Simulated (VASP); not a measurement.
Mg3NO3: single point with PBE

The system is Mg3NO3, a slab with vacuum.

```
Mg O N
1.0
     3.00859    0.00000    0.00000
     0.00000    3.00859    0.00000
     0.00000    0.00000   19.77996
Mg O N
3 3 1
Direct
  0.50000 0.50000 0.20222
  0.00000 0.00000 0.31003
  0.50000 0.50000 0.41613
  0.00000 0.00000 0.20222
  0.50000 0.50000 0.30954
  0.00000 0.00000 0.41860
  0.25000 0.50000 0.53859
```

```yaml
Program: VASP 6.6.1
Task: single point
Functional: PBE
Potentials_or_basis: VASP PAW PBE potentials, release 64 (Mg, O, N)
Cutoff: 520 eV
k_mesh: 9 × 9 × 1
Occupations: gaussian, width 0.05 eV
Spin: collinear spin, ferromagnetic start
Starting_moments: "[0.0, 0.0, 0.0, 0.0, 0.0, 0.0, 3.0] μB"
```

| Property | Result |
| --- | --- |
| Largest force | 0.491 eV/Å |
| Band gap on the k mesh | 0.90 eV (least direct gap 1.02 eV) |
| Net moment | 3.00 μB per cell |
| Site moments | Mg +0.00; O +0.00, +0.01, +0.12; N +1.89 μB |
| Valence electrons inside the program's atomic spheres | Mg 0.35, 0.39, 0.36; O 5.03, 5.08, 5.02; N 3.30 |

Forces in eV/Å, atoms in the order of the input:
```
Mg   0.000  0.000  0.453
Mg   0.004  0.000 -0.023
Mg  -0.002  0.000  0.491
O    0.000  0.000 -0.430
O    0.004  0.000 -0.005
O   -0.062  0.000 -0.471
N    0.056  0.000 -0.015
```

Levels at points of the mesh, in eV from the valence-band top:
Spin up:
```csv
k point,band 14,band 15,band 16,band 17,band 18,band 19
"(0.00, 0.00, 0.00)",-0.35,-0.07,-0.06,3.26,5.08,5.61
```
Spin down:
```
           k point  band 10  band 11  band 12  band 13  band 14  band 15  band 16  band 17
(0.00, 0.00, 0.00)    -0.42    -0.42    -0.01     0.00     1.52     3.29     3.56     3.61
```

Wall time 5.5 min on 1 thread of Intel(R) Xeon(R) Platinum 8488C (Sapphire Rapids), on a shared host, peak memory 0.44 GiB.
